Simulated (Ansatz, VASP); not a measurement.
**Two plane-wave programs on Ge**

```
CELL_PARAMETERS angstrom
1.48805 -2.59469 0.00000
1.48805 2.59469 0.00000
0.00000 0.00000 4.72760
ATOMIC_POSITIONS crystal
Ge 0.33345 0.66655 0.25000
Ge 0.66655 0.33345 0.75000
```

Alike in both runs: task single point; functional PBE; k mesh 10 × 10 × 6; occupations gaussian, width 0.05 eV; no spin polarisation.

```csv
,VASP,Ansatz
version,VASP 6.6.1,Ansatz 0.2.0
potentials or method,"VASP PAW PBE potentials, release 64 (Ge_d)",Ansatz PAW
plane-wave cutoff (eV),500,420
valence electrons in the cell,28,28
```

```tsv
	VASP	Ansatz	Ansatz less VASP
gap on the k mesh at the Fermi level (eV)	none	none	-
pressure (GPa)	4.3	4.3	+0.04
traceless stress, the component that is largest in VASP (GPa)	1.40	1.40	+0.002
```

A gap of «none» marks a metal or a gap that the smearing closes.
